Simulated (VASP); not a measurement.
Set up this calculation in VASP 6.6.1, as the native input.

```yaml
Task: single point
Functional: r2SCAN
Potentials_or_basis: VASP PAW PBE potentials, release 64 (Li_sv, H)
Cutoff: 830 eV
k_mesh: 10 × 10 × 10
Occupations: gaussian, width 0.01 eV
Spin: no spin polarisation
Dipole_correction: no
Further_INCAR_settings: ALGO = Normal; EDIFF = 1e-06; NBANDS = 9
```

The system is LiH.

```
Li H
1.0
     0.00000    2.04269    2.04269
     2.04269    0.00000    2.04269
     2.04269    2.04269    0.00000
Li H
1 1
Direct
  0.00000 0.00000 0.00000
  0.50000 0.50000 0.50000
```

This cell differs from its parent crystal: volume changed by +6%.

One way to write it, as run:

POSCAR

```
LiH
1.0
    0.0000000000      2.0426910171      2.0426910171
    2.0426910171      0.0000000000      2.0426910171
    2.0426910171      2.0426910171      0.0000000000
Li H
1 1
Direct
    0.0000000000      0.0000000000      0.0000000000
    0.5000000000      0.5000000000      0.5000000000
```

INCAR.step1

```
PREC = Accurate
ENCUT = 830
ISMEAR = 0
SIGMA = 0.01
LREAL = False
LASPH = True
NELM = 120
NBANDS = 9
GGA = PE
ALGO = Normal
EDIFF = 1E-5
LWAVE = True
LCHARG = False
GGA_COMPAT = False
```

INCAR.step2

```
PREC = Accurate
ENCUT = 830
EDIFF = 1E-6
ISMEAR = 0
SIGMA = 0.01
LREAL = False
LASPH = True
NELM = 120
ALGO = Normal
ISIF = 2
LWAVE = False
LCHARG = False
METAGGA = R2SCAN
LMIXTAU = True
NBANDS = 9
ISTART = 1
GGA_COMPAT = False
```

KPOINTS

```
Automatic mesh
0
Gamma
  10 10 10
```

Potentials or basis: VASP PAW PBE potentials, release 64 (Li_sv, H).

The run is started by

```sh
$ cat potpaw_PBE.64/Li_sv/POTCAR potpaw_PBE.64/H/POTCAR > POTCAR
$ cp INCAR.step1 INCAR
$ mpirun -np 1 vasp_std > vasp.out
$ cp INCAR.step2 INCAR
$ mpirun -np 1 vasp_std > vasp.out
```

It gave:

| Property | Result |
| --- | --- |
| Pressure | -2.1 GPa |
| Band gap on the k mesh | 3.61 eV, direct |

Caveat: the PAW data sets were made with another functional, which shifts forces and pressure a little.

It took 91 s on 1 thread of Intel Xeon 8259CL (shared host), peak memory 0.16 GiB.
